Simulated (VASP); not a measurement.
# Zr (P6_3/mmc) in VASP: notebook, part 2 of 2

VASP 6.6.1. The steps go on from the part before.

## 3. Single point, PBE

This run uses another cell than the first one, of 25.14 Å³/atom.

The input, INCAR:

```
ALGO     = Fast           # electronic algorithm
EDIFF    = 1E-6           # SCF threshold, eV
ENCUT    = 520            # plane-wave cutoff, eV
GGA      = PE             # functional
ISIF     = 2              # what is computed and relaxed
ISMEAR   = 0              # smearing method
LASPH    = True           # aspherical terms in the spheres
LCHARG   = False          # write CHGCAR
LREAL    = False          # projectors in reciprocal space
LWAVE    = False          # write WAVECAR
NBANDS   = 32             # bands
NELM     = 60             # most SCF steps
PREC     = Accurate       # precision mode
SIGMA    = 0.1            # smearing width, eV
```

The input, KPOINTS:

```
k-points
0
Gamma
  6 6 2
```

The input, POSCAR:

```
Zr
1.0
    3.3021674131      0.0000000000      0.0000000000
   -1.6510837065      2.8597608673      0.0000000000
    0.0000000000      0.0000000000     10.6501416655
Zr
4
Direct
    0.0000000000      0.0000000000      0.0000000000
    0.0000000000      0.0000000000      0.5000000000
    0.3333333333      0.6666666667      0.7500000000
    0.6666666667      0.3333333333      0.2500000000
```

Potentials or basis: VASP PAW PBE potentials, release 64 (Zr_sv).

The run is started by

```sh
$ cat potpaw_PBE.64/Zr_sv/POTCAR > POTCAR
$ mpirun -np 1 vasp_std > vasp.out
```

OUTCAR:

```text
EDIFF = 1E-6
   ENCUT = 520
   GGA = PE
   ISIF = 2
   ISMEAR = 0
   LASPH = True
   LREAL = False
   NELM = 60
   PREC = Accurate

 ion  position               nearest neighbor table
   1  0.000  0.000  0.000-   3 3.27   4 3.27   3 3.27   4 3.27   4 3.27   3 3.27
   2  0.000  0.000  0.500-   3 3.27   4 3.27   3 3.27   4 3.27   4 3.27   3 3.27
   3  0.333  0.667  0.750-   1 3.27   2 3.27   1 3.27   2 3.27   1 3.27   2 3.27
   4  0.667  0.333  0.250-   1 3.27   2 3.27   1 3.27   2 3.27   1 3.27   2 3.27

  LATTYP: Found a hexagonal cell.
 ALAT       =     3.3021674131
 C/A-ratio  =     3.2251973729

  Lattice vectors:

 A1 = (   3.3021674131,   0.0000000000,   0.0000000000)
 A2 = (  -1.6510837065,   2.8597608673,   0.0000000000)
 A3 = (   0.0000000000,   0.0000000000,  10.6501416655)

Analysis of symmetry for initial positions (statically):
=====================================================================
 Subroutine PRICEL returns:
 Original cell was already a primitive cell.

 Routine SETGRP: Setting up the symmetry group for a
 hexagonal supercell.

 Subroutine GETGRP returns: Found 24 space group operations
 (whereof 12 operations were pure point group operations)
 out of a pool of 24 trial point group operations.

The static configuration has the point symmetry D_3d.
 The point group associated with its full space group is D_6h.

Analysis of symmetry for dynamics (positions and initial velocities):
=====================================================================
 Subroutine PRICEL returns:
 Original cell was already a primitive cell.

 Routine SETGRP: Setting up the symmetry group for a
 hexagonal supercell.

[... 111 lines left out ...]
   EMIN   =  10.00;   EMAX   =-10.00  energy-range for DOS
   EFERMI =   0.00;   METHOD = LEGACY
   ISMEAR =     0;   SIGMA  =   0.10  broadening in eV -4-tet -1-fermi 0-gaus
   EFERMI_NEDOS =   21; number of points for ismear=-14 and -15
   IALGO  =     68    algorithm
   IMIX   =      4    mixing-type and parameters
     AMIX     =   0.40;   BMIX     =  1.00
     AMIX_MAG =   1.60;   BMIX_MAG =  1.00
  volume/ion in A,a.u.               =      25.14       169.68
  Fermi-wavevector in a.u.,A,eV,Ry     =   1.279363  2.417646 22.269610  1.636770
  Thomas-Fermi vector in A             =   2.411853
   LORBIT       =      0    0 simple, 1 ext, 2 COOP (PROOUT), +10 PAW based schemes
   GGA     = PE    functional components
   LHFCALC =     F    Hartree Fock is set to
   AEXX    =    0.0000 exact exchange contribution
   IVDW    =     0    specifies the selected vdW correction
   LEPSILON=     F    determine dielectric tensor
   LRPA    =     F    only Hartree local field effects (RPA)
 non-spin polarized calculation
 RMM-DIIS sequential band-by-band and
 Gauss-broadening in eV      SIGMA  =   0.10
  energy-cutoff  :      520.00
  volume of cell :      100.57
 maximum number of plane-waves:      2728
 NGX is ok and might be reduce to    28
   NGX = 13   NGY = 13   NGZ = 39

 number of electron      48.0000000 magnetization

 Free energy of the ion-electron system (eV)
  ---------------------------------------------------
  ext. energy  EPLUGINS =         0.00000000
  ---------------------------------------------------
  free energy    TOTEN  =       -33.81360039 eV

  energy without entropy =      -33.78884159  energy(sigma->0) =      -33.80122099

 E-fermi :   8.0643     XC(G=0): -10.7402

 val. band max:        8.0243365732   @ k =   0.3333   0.3333   0.0000
 cond. band min:       8.0796513695   @ k =   0.5000   0.0000   0.0000
 fundamental gap:      0.0553147963
 Fermi energy:         8.0642745592

 k-point     1 :       0.0000    0.0000    0.0000
  band No.  band energies     occupation
      1     -40.8370      2.00000
      2     -40.7958      2.00000
      3     -40.7696      2.00000
      4     -40.7277      2.00000
      5     -19.1995      2.00000
      6     -18.8301      2.00000
[... 479 lines left out ...]
     31      10.8346      0.00000
     32      10.8346      0.00000

------------------------ aborting loop because EDIFF is reached ----------------------------------------

  FORCE on cell =-STRESS in cart. coord.  units (eV):
  Direction    XX          YY          ZZ          XY          YZ          ZX
  --------------------------------------------------------------------------------------
  -------------------------------------------------------------------------------------
  Total       -3.7513155     -3.7513155     -3.6147575     -0.0000000     -0.0000000      0.0000000
  in kB      -59.7599174    -59.7599174    -57.5844948     -0.0000000     -0.0000000      0.0000000
  external PRESSURE =     -59.0347765 kB  Pullay stress =       0.0000000 kB

 VOLUME and BASIS-vectors are now :
 -----------------------------------------------------------------------------
  energy-cutoff  :      520.00
  volume of cell :      100.57
      direct lattice vectors                 reciprocal lattice vectors
     3.302167413  0.000000000  0.000000000     0.302831406  0.174839794  0.000000000
    -1.651083706  2.859760867  0.000000000     0.000000000  0.349679587  0.000000000
     0.000000000  0.000000000 10.650141665     0.000000000  0.000000000  0.093895465

 POSITION                                       TOTAL-FORCE (eV/Angst)
 -----------------------------------------------------------------------------------
      0.00000      0.00000      0.00000        -0.000000      0.000000      0.000000
      0.00000      0.00000      5.32507        -0.000000      0.000000      0.000000
     -0.00000      1.90651      7.98761         0.000000      0.000000     -0.000000
      1.65108      0.95325      2.66254        -0.000000      0.000000      0.000000
 -----------------------------------------------------------------------------------
    total drift:                               -0.000000      0.000000      0.000000

  FREE ENERGIE OF THE ION-ELECTRON SYSTEM (eV)
  ---------------------------------------------------
  free  energy   TOTEN  =       -33.8136003925 eV

  energy  without entropy=      -33.7888415939  energy(sigma->0) =      -33.80122099
```

Run time: 78 s. Hardware: 1 thread of Intel Xeon Platinum 8259CL at 2.50GHz (Skylake/Cascade Lake), shared host; peak memory 0.24 GiB.

What came out:

```yaml
Free_energy: -33.8136 eV
Pressure: -5.9 GPa
Band_gap_on_the_k_mesh: zero (bands 24 and 25 overlap by 0.91 eV)
```

Caveat: the k points lie up to 0.37 Å⁻¹ apart, too coarse for converged energies and pressures of a metal.

## 4. Relaxation of cell and atoms, PBE

This run uses another cell than the first one, of 25.14 Å³/atom.

The input, INCAR:

```
PREC = Accurate
ENCUT = 600
EDIFF = 1E-6
ISMEAR = 0
SIGMA = 0.1
LREAL = F
LASPH = T
NELM = 100
ALGO = Normal
ISIF = 3
LWAVE = F
LCHARG = F
GGA = PE
IBRION = 2
NSW = 90
EDIFFG = -0.04
```

The input, KPOINTS:

```
regular mesh
0
Gamma
  6 6 2
```

POSCAR is that of step 3.

The run is started by

```sh
$ cat potpaw_PBE.64/Zr_sv/POTCAR > POTCAR
$ mpirun -np 1 vasp_std > vasp.out
```

Run time: 2.7 min. Hardware: 1 thread of Intel Xeon Platinum 8259CL at 2.50GHz (Skylake/Cascade Lake), shared host; peak memory 0.27 GiB.

Results (log left out):

* Free energy: -33.9501 eV
* Relaxed volume: 23.40 Å³/atom
* Relaxed cell: a = 3.223 Å, b = 3.223 Å, c = 10.404 Å, α = 90.00°, β = 90.00°, γ = 120.00°
* Space group after relaxing (to 0.1 Å): P6_3/mmc (No. 194)
* Energy gained by relaxing: 34.1 meV/atom
* Ionic steps: 3
* Pressure after relaxing: -0.1 GPa
* Band gap on the k mesh: zero (bands 24 and 25 overlap by 0.98 eV)

Stress tensor (GPa, compression positive):
```
-0.12  0.00  0.00
 0.00 -0.12  0.00
 0.00  0.00  0.05
```

The path:
```csv
step,energy change (eV),largest force (eV/Å),pressure (GPa),volume (Å³)
1,0.0000,0.0000,-5.89,100.57
2,-0.0220,0.0000,6.59,87.70
3,-0.1365,0.0000,-0.06,93.60
```

Final structure:
```xyz
4
Lattice="3.2230 0.0000 0.0000 -1.6115 2.7912 0.0000 0.0000 0.0000 10.4042" Properties=species:S:1:pos:R:3 pbc="T T T"
Zr    0.0000    0.0000    0.0000
Zr    0.0000    0.0000    5.2021
Zr    0.0000    1.8608    7.8032
Zr    1.6115    0.9304    2.6011
```

Levels at points of the mesh, in eV from the Fermi level:
| k point | band 22 | band 23 | band 24 | band 25 | band 26 | band 27 |
| --- | --- | --- | --- | --- | --- | --- |
| (0.00, 0.00, 0.00) | 0.10 | 0.77 | 0.77 | 0.87 | 0.87 | 1.04 |
| (0.50, 0.00, 0.00) | -1.30 | -1.08 | -0.02 | 0.13 | 0.73 | 1.34 |
| (0.00, 0.00, 0.50) | 0.46 | 0.65 | 0.65 | 0.93 | 0.93 | 0.93 |
| (0.50, 0.00, 0.50) | -1.82 | -0.03 | -0.03 | 0.90 | 0.90 | 1.16 |

Caveat: the k points lie up to 0.38 Å⁻¹ apart in the final cell, too coarse for converged energies and pressures of a metal.

## 5. Single point, PBE

The input, INCAR:

```
PREC     = Accurate       # precision mode
ENCUT    = 520            # plane-wave cutoff, eV
EDIFF    = 1E-6           # SCF threshold, eV
ISMEAR   = 0              # smearing method
SIGMA    = 0.1            # smearing width, eV
LREAL    = False          # projectors in reciprocal space
LASPH    = True           # aspherical terms in the spheres
NELM     = 80             # most SCF steps
ALGO     = Fast           # electronic algorithm
ISIF     = 2              # what is computed and relaxed
LWAVE    = False          # write WAVECAR
LCHARG   = False          # write CHGCAR
GGA      = PE             # functional
NBANDS   = 32             # bands
```

The input, KPOINTS:

```
regular mesh
0
Gamma
  15 15 4
```

The input, POSCAR:

```
Zr
1.0
    3.2215513855      0.0000000000      0.0000000000
   -1.6107756928      2.7899453395      0.0000000000
    0.0000000000      0.0000000000     10.4167154696
Zr
4
Direct
    0.0000000000      0.0000000000      0.0000000000
    0.0000000000      0.0000000000      0.5000000000
    0.3333333333      0.6666666667      0.7500000000
    0.6666666667      0.3333333333      0.2500000000
```

The run is started by

```sh
$ cat potpaw_PBE.64/Zr_sv/POTCAR > POTCAR
$ mpirun -np 1 vasp_std > vasp.out
```

It took 5.6 min on 1 thread of Intel Xeon Platinum 8259CL at 2.50GHz (Skylake/Cascade Lake), shared host; peak memory 0.32 GiB.

The run converged. Its results:

| Quantity | Value |
| --- | --- |
| Free energy | -33.9070 eV |
| Pressure | 0.0 GPa |
| Band gap on the k mesh | zero (bands 24 and 25 overlap by 1.27 eV) |

Levels at points of the mesh, in eV from the Fermi level:
| k point | band 20 | band 21 | band 22 | band 23 | band 24 | band 25 | band 26 | band 27 | band 28 | band 29 |
| --- | --- | --- | --- | --- | --- | --- | --- | --- | --- | --- |
| (0.00, 0.00, 0.00) | -2.95 | 0.02 | 0.06 | 0.75 | 0.75 | 0.86 | 0.86 | 1.00 | 1.12 | 1.23 |
| (0.00, 0.00, 0.50) | -3.06 | 0.42 | 0.42 | 0.61 | 0.61 | 0.91 | 0.91 | 0.91 | 0.91 | 1.15 |

## 6. Overview

```tsv
task	cell	k mesh	cutoff (eV)	gap on the mesh (eV)	pressure (GPa)
single point	a = 3.221, b = 3.221, c = 10.410 Å, angles 90.0, 90.0, 120.0°, 4 atoms	6 × 6 × 2	520	none	0.0
single point	a = 3.302, b = 3.302, c = 10.650 Å, angles 90.0, 90.0, 120.0°, 4 atoms	6 × 6 × 2	520	none	-5.9
relaxation of cell and atoms	relaxed from a = 3.302, b = 3.302, c = 10.650 Å, angles 90.0, 90.0, 120.0°, 4 atoms	6 × 6 × 2	600	none	-0.1
single point	a = 3.222, b = 3.222, c = 10.417 Å, angles 90.0, 90.0, 120.0°, 4 atoms	15 × 15 × 4	520	none	0.0
```

Alike in all rows: level PBE; potentials or basis VASP PAW PBE potentials, release 64 (Zr_sv); no spin polarisation; smearing gaussian 0.1 eV.

Caveats: some runs use coarse meshes.

Absolute energies hang on the potentials; compare differences alone.
